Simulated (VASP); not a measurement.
**WS: single point with PBE+U**

Crystal: WS.

```
W S
1.0
     3.24044    0.00000    3.24044
     0.00000    3.24044    3.24044
     0.00000    0.00000    6.48089
W S
2 2
Direct
  0.00000 0.00000 0.00000
  0.00000 0.00000 0.50000
  0.50000 0.50000 0.75000
  0.50000 0.50000 0.25000
```

```
Program             : VASP 6.6.1
Task                : single point
Functional          : PBE
Potentials or basis : VASP PAW PBE potentials, release 64 (W_sv, S)
Cutoff              : 520 eV
k mesh              : 12 × 12 × 6
Occupations         : gaussian, width 0.02 eV
Spin                : collinear spin
Starting moments    : [1.0, -1.0, 0.0, 0.0] μB
Hubbard terms       : W d U = 6.2 eV
```

```json
{
  "Pressure": "-24.1 GPa",
  "Band gap on the k mesh": "zero (filled and empty bands overlap)",
  "Net moment": "0.00 μB per cell",
  "Site moments": "W +0.60, -0.60; S +0.00 μB",
  "Valence electrons inside the program's atomic spheres": "W 11.52; S 3.57"
}
```

Levels at points of the mesh, in eV from the Fermi level:
Spin up:
```tsv
k point	band 17	band 18	band 19	band 20	band 21	band 22	band 23	band 24
(0.00, 0.00, 0.00)	-3.03	-3.03	-0.43	1.20	1.20	1.20	1.66	1.66
(0.50, 0.00, 0.00)	-3.06	-1.91	-0.50	-0.50	0.02	1.21	1.78	1.97
(0.00, 0.00, 0.50)	-1.92	-1.92	-0.92	-0.92	0.24	0.99	1.76	1.76
```
Spin down:
```csv
k point,band 16,band 17,band 18,band 19,band 20,band 21,band 22,band 23,band 24,band 25
"(0.00, 0.00, 0.00)",-3.03,-3.03,-3.03,-0.43,1.20,1.20,1.20,1.66,1.66,1.66
"(0.50, 0.00, 0.00)",-3.95,-3.06,-1.91,-0.50,-0.50,0.02,1.21,1.78,1.97,3.14
"(0.00, 0.00, 0.50)",-5.72,-1.92,-1.92,-0.92,-0.92,0.24,0.99,1.76,1.76,2.51
```

Eigenvalues of the final occupation matrices:
| site | spin | trace | eigenvalues |
| --- | --- | --- | --- |
| site 1 d | 1 | 1.85 | 0.28 0.28 0.28 0.50 0.50 |
| site 1 d | 2 | 1.26 | 0.19 0.19 0.19 0.34 0.34 |
| site 2 d | 1 | 1.26 | 0.19 0.19 0.19 0.34 0.34 |
| site 2 d | 2 | 1.85 | 0.28 0.28 0.28 0.50 0.50 |

It took 11 min on 1 thread of Intel Xeon 8259CL, with other jobs on the host, peak memory 0.37 GiB.

Caveat: the cell stands under tension; spin-orbit coupling is left out, which moves the levels of the heavy elements.
